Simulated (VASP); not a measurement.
# Sb (I4/mmm) in VASP: relaxation of cell and atoms with PBEsol

Aim: the relaxation of cell and atoms of Sb with PBEsol.

Program: VASP 6.6.1. These are calculated values, not measurements. Logs are shortened: lines on timing, memory, paths and dates and some standing lists are left out, and cuts for length are marked.

### 1 The cell of the first run

It takes space group I4/mmm (No. 139, tetragonal). Conventional cell: a = 3.067 Å, b = 3.067 Å, c = 5.702 Å, α = 90.00°, β = 90.00°, γ = 90.00°. Sb (site symmetry 4/mmm) has 12 Sb at 3.07 to 3.58 Å within 4.0 Å.

### 2 Relaxation of cell and atoms, PBEsol

Input file INCAR:

```
SYSTEM = Sb
PREC = Accurate ; ENCUT = 600
EDIFF = 1E-7 ; ISMEAR = 0
SIGMA = 0.1 ; LREAL = .FALSE.
LASPH = .TRUE. ; NELM = 80
ALGO = Normal ; ISIF = 3
LWAVE = .FALSE. ; LCHARG = .FALSE.
GGA = PS ; IBRION = 2
NSW = 100 ; EDIFFG = -0.01
```

Input file KPOINTS:

```
Automatic mesh
0
G
  26 26 26
  0 0 0
```

Input file POSCAR:

```
Sb
1.0
   -1.5333611890      1.5333611890      2.8509099424
    1.5333611890     -1.5333611890      2.8509099424
    1.5333611890      1.5333611890     -2.8509099424
Sb
1
Direct
    0.0000000000      0.0000000000      0.0000000000
```

Potentials or basis: VASP PAW PBE potentials, release 64 (Sb).

Command:

```console
cat potpaw_PBE.64/Sb/POTCAR > POTCAR
mpirun -np 1 vasp_std > vasp.out
```

OUTCAR:

```text
SYSTEM = Sb
   PREC = Accurate
   ENCUT = 600
   EDIFF = 1E-7
   ISMEAR = 0
   LREAL = .FALSE.
   LASPH = .TRUE.
   NELM = 80
   ISIF = 3
   GGA = PS
   IBRION = 2
   NSW = 100
   EDIFFG = -0.01

 ion  position               nearest neighbor table
   1  0.000  0.000  0.000-

  LATTYP: Found a body centered tetragonal cell.
 ALAT       =     3.0667223780
 C/A-ratio  =     1.8592553163

  Lattice vectors:

 A1 = (  -1.5333611890,   1.5333611890,   2.8509099424)
 A2 = (   1.5333611890,  -1.5333611890,   2.8509099424)
 A3 = (   1.5333611890,   1.5333611890,  -2.8509099424)

Analysis of symmetry for initial positions (statically):
=====================================================================
 Subroutine PRICEL returns:
 Original cell was already a primitive cell.

 Routine SETGRP: Setting up the symmetry group for a
 body centered tetragonal supercell.

 Subroutine GETGRP returns: Found 16 space group operations
 (whereof 16 operations were pure point group operations)
 out of a pool of 16 trial point group operations.

The static configuration has the point symmetry D_4h.

Analysis of symmetry for dynamics (positions and initial velocities):
=====================================================================
 Subroutine PRICEL returns:
 Original cell was already a primitive cell.

 Routine SETGRP: Setting up the symmetry group for a
 body centered tetragonal supercell.

 Subroutine GETGRP returns: Found 16 space group operations
 (whereof 16 operations were pure point group operations)
 out of a pool of 16 trial point group operations.

The dynamic configuration has the point symmetry D_4h.

 Subroutine INISYM returns: Found 16 space group operations
 (whereof 16 operations are pure point group operations),
 and found     1 'primitive' translations

----------------------------------------------------------------------------------------

                                     Primitive cell

  volume of cell :      26.8122

  direct lattice vectors                    reciprocal lattice vectors
    -1.533361189  1.533361189  2.850909942     0.000000000  0.326081033  0.175382601
     1.533361189 -1.533361189  2.850909942     0.326081033  0.000000000  0.175382601
     1.533361189  1.533361189 -2.850909942     0.326081033  0.326081033  0.000000000

  length of vectors
     3.581910185  3.581910185  3.581910185     0.370253827  0.370253827  0.461148219

  position of ions in fractional coordinates (direct lattice)
     0.000000000  0.000000000  0.000000000

  ion indices of the primitive-cell ions
   primitive index   ion index
                 1           1

----------------------------------------------------------------------------------------

 KPOINTS: Automatic mesh

Automatic generation of k-mesh.
 Grid dimensions read from file:
 generate k-points for:   26   26   26

 Generating k-lattice:

  Cartesian coordinates                     Fractional coordinates (reciprocal lattice)
     0.000000000  0.012541578  0.006745485     0.038461538 -0.000000000  0.000000000
     0.012541578  0.000000000  0.006745485    -0.000000000  0.038461538  0.000000000
     0.012541578  0.012541578  0.000000000     0.000000000  0.000000000  0.038461538

  Length of vectors
     0.014240532  0.014240532  0.017736470

  Shift w.r.t. Gamma in fractional coordinates (k-lattice)
     0.000000000  0.000000000  0.000000000

 Subroutine IBZKPT returns following result:
 ===========================================

 Found   1330 irreducible k-points:

 Following reciprocal coordinates:
            Coordinates               Weight
  0.000000  0.000000  0.000000      1.000000
  0.038462  0.000000  0.000000      8.000000
  0.076923  0.000000  0.000000      8.000000
  0.115385 -0.000000  0.000000      8.000000
  0.153846  0.000000  0.000000      8.000000
  0.192308 -0.000000  0.000000      8.000000
[... 16 lines left out ...]
  0.346154  0.038462  0.000000     16.000000
  0.384615  0.038462  0.000000     16.000000
 [... further k-points ...]
   k-points           NKPTS =   1330   k-points in BZ     NKDIM =   1330   number of bands    NBANDS=      6
   number of dos      NEDOS =    301   number of ions     NIONS =      1
   total plane-waves  NPLWV =  27000
   dimension x,y,z NGX =    30 NGY =   30 NGZ =   30
   dimension x,y,z NGXF=    60 NGYF=   60 NGZF=   60
   ions per type =               1
   NGX,Y,Z   is equivalent  to a cutoff of  13.92, 13.92, 13.92 a.u.
   NGXF,Y,Z  is equivalent  to a cutoff of  27.85, 27.85, 27.85 a.u.
 SYSTEM =  Sb
   PREC   = accura    normal or accurate (medium, high low for compatibility)
   ISTART =      0    job   : 0-new  1-cont  2-samecut
   ICHARG =      2    charge: 1-file 2-atom 10-const
   ISPIN  =      1    spin polarized calculation?
   LNONCOLLINEAR =      F non collinear calculations
   LSORBIT =      F    spin-orbit coupling
   LASPH  =      T    aspherical Exc in radial PAW
   ENCUT  =  600.0 eV  44.10 Ry    6.64 a.u.   7.15  7.15  7.15*2*pi/ulx,y,z
   NELM   =     80;   NELMIN=  2; NELMDL= -5     # of ELM steps
   EDIFF  = 0.1E-06   stopping-criterion for ELM
   LREAL  =      F    real-space projection
   EDIFFG = -.1E-01   stopping-criterion for IOM
   NSW    =    100    number of steps for IOM
   IBRION =      2    ionic relax: 0-MD 1-quasi-New 2-CG
   NFREE  =      1    steps in history (QN), initial steepest desc. (CG)
   ISIF   =      3    stress and relaxation
   ISYM   =      2    0-nonsym 1-usesym 2-fastsym
   POTIM  = 0.5000    time-step for ionic-motion
   TEBEG  =    0.0;   TEEND  =   0.0 temperature during run
   PSTRESS=    0.0 pullay stress
   NELECT =       5.0000    total number of electrons
   NUPDOWN=      -1.0000    fix difference up-down
   EMIN   =  10.00;   EMAX   =-10.00  energy-range for DOS
   EFERMI =   0.00;   METHOD = LEGACY
   ISMEAR =     0;   SIGMA  =   0.10  broadening in eV -4-tet -1-fermi 0-gaus
   EFERMI_NEDOS =   21; number of points for ismear=-14 and -15
   IALGO  =     38    algorithm
   IMIX   =      4    mixing-type and parameters
     AMIX     =   0.40;   BMIX     =  1.00
     AMIX_MAG =   1.60;   BMIX_MAG =  1.00
  volume/ion in A,a.u.               =      26.81       180.94
  Fermi-wavevector in a.u.,A,eV,Ry     =   0.935307  1.767473 11.902357  0.874799
  Thomas-Fermi vector in A             =   2.062201
   LORBIT       =      0    0 simple, 1 ext, 2 COOP (PROOUT), +10 PAW based schemes
   GGA     = PS    functional components
   LHFCALC =     F    Hartree Fock is set to
   AEXX    =    0.0000 exact exchange contribution
   IVDW    =     0    specifies the selected vdW correction
   LEPSILON=     F    determine dielectric tensor
   LRPA    =     F    only Hartree local field effects (RPA)
 conjugate gradient relaxation of ions
 non-spin polarized calculation
 Gauss-broadening in eV      SIGMA  =   0.10
  energy-cutoff  :      600.00
  volume of cell :       26.81
 maximum number of plane-waves:       916
 NGX is ok and might be reduce to    30
   NGX = 15   NGY = 15   NGZ = 15

--------------------------------------- Ionic step        1  -------------------------------------------

 number of electron       5.0000000 magnetization

 Free energy of the ion-electron system (eV)
  ---------------------------------------------------
  ext. energy  EPLUGINS =         0.00000000
  ---------------------------------------------------
  free energy    TOTEN  =        -4.29945831 eV

  energy without entropy =       -4.29626455  energy(sigma->0) =       -4.29786143

------------------------ aborting loop because EDIFF is reached ----------------------------------------

  FORCE on cell =-STRESS in cart. coord.  units (eV):
  Direction    XX          YY          ZZ          XY          YZ          ZX
  --------------------------------------------------------------------------------------
  -------------------------------------------------------------------------------------
  Total        0.2094621      0.2094621     -0.2223789      0.0000000     -0.0000000      0.0000000
  in kB       12.5165211     12.5165211    -13.2883679      0.0000000     -0.0000000      0.0000000
  external PRESSURE =       3.9148915 kB  Pullay stress =       0.0000000 kB
[... 195 lines left out ...]
  energy  without entropy=       -4.3104333524  energy(sigma->0) =       -4.31189212

--------------------------------------- Ionic step        7  -------------------------------------------

 number of electron       5.0000000 magnetization

 Free energy of the ion-electron system (eV)
  ---------------------------------------------------
  ext. energy  EPLUGINS =         0.00000000
  ---------------------------------------------------
  free energy    TOTEN  =        -4.31339432 eV

  energy without entropy =       -4.31047834  energy(sigma->0) =       -4.31193633

 E-fermi :   8.6331     XC(G=0): -10.4057

 val. band max:        8.6318533966   @ k =  -0.3462  -0.4615   0.0385
 cond. band min:       8.6344658120   @ k =  -0.2308  -0.3077   0.0769
 fundamental gap:      0.0026124154
 Fermi energy:         8.6331029767

 k-point     1 :       0.0000    0.0000    0.0000
  band No.  band energies     occupation
      1      -4.4854      2.00000
      2      13.5063      0.00000
      3      14.1891      0.00000
      4      14.1891      0.00000
      5      18.1273      0.00000
      6      19.6230      0.00000

 k-point     2 :       0.0385    0.0000    0.0000
  band No.  band energies     occupation
      1      -4.4552      2.00000
      2      13.3845      0.00000
      3      13.9222      0.00000
      4      14.1803      0.00000
      5      18.1795      0.00000
      6      18.6921      0.00000
[... 190 lines left out ...]
 k-point    24 :       0.3846    0.0385    0.0000
  band No.  band energies     occupation
      1      -1.4637      2.00000
      2       4.1157      2.00000
      3      10.7000      0.00000
      4      13.6437      0.00000
      5      15.1864      0.00000
      6      18.1530      0.00000

 [... further k-points ...]

------------------------ aborting loop because EDIFF is reached ----------------------------------------

  FORCE on cell =-STRESS in cart. coord.  units (eV):
  Direction    XX          YY          ZZ          XY          YZ          ZX
  --------------------------------------------------------------------------------------
  -------------------------------------------------------------------------------------
  Total        0.0078832      0.0078832      0.0041369      0.0000000      0.0000000      0.0000000
  in kB        0.4779956      0.4779956      0.2508400      0.0000000      0.0000000      0.0000000
  external PRESSURE =       0.4022770 kB  Pullay stress =       0.0000000 kB
[... 16 lines left out ...]
  FREE ENERGIE OF THE ION-ELECTRON SYSTEM (eV)
  ---------------------------------------------------
  free  energy   TOTEN  =        -4.3133943180 eV

  energy  without entropy=       -4.3104783448  energy(sigma->0) =       -4.31193633

 reached required accuracy - stopping structural energy minimisation
```

It took 10 min on 1 thread of Intel Xeon 6975P-C (Granite Rapids), shared host; peak memory 0.44 GiB.

What came out:

```yaml
Free_energy: -4.3134 eV
Relaxed_volume: 26.42 Å³/atom
Relaxed_cell: a = 3.478 Å, b = 3.478 Å, c = 3.478 Å, α = 126.30°, β = 126.30°, γ = 79.40°
Space_group_after_relaxing_to_0.1_Å: I4/mmm (No. 139)
Energy_gained_by_relaxing: 13.9 meV/atom
Ionic_steps: 7
Pressure_after_relaxing: 0.0 GPa
Band_gap_on_the_k_mesh: zero (an odd number of electrons rules out a gap without spin polarisation)
```

Step by step:
```csv
step,energy change (eV),largest force (eV/Å),pressure (GPa),volume (Å³)
1,0.0000,0.0000,0.39,26.81
2,-0.0052,0.0000,-0.62,27.06
3,-0.0067,0.0000,-1.34,27.26
4,-0.0097,0.0000,-1.00,27.03
5,-0.0137,0.0000,0.27,26.31
6,-0.0139,0.0000,-0.07,26.48
7,-0.0139,0.0000,0.04,26.42
```

Final structure:
```
Sb
1.0
    -1.57108    1.57108    2.67628
     1.57108   -1.57108    2.67628
     1.57108    1.57108   -2.67628
Sb
1
Direct
  0.00000 0.00000 0.00000
```

Caveat: the PAW data sets were made with another functional, which shifts forces and pressure a little; spin-orbit coupling is left out, which moves the levels of the heavy elements.
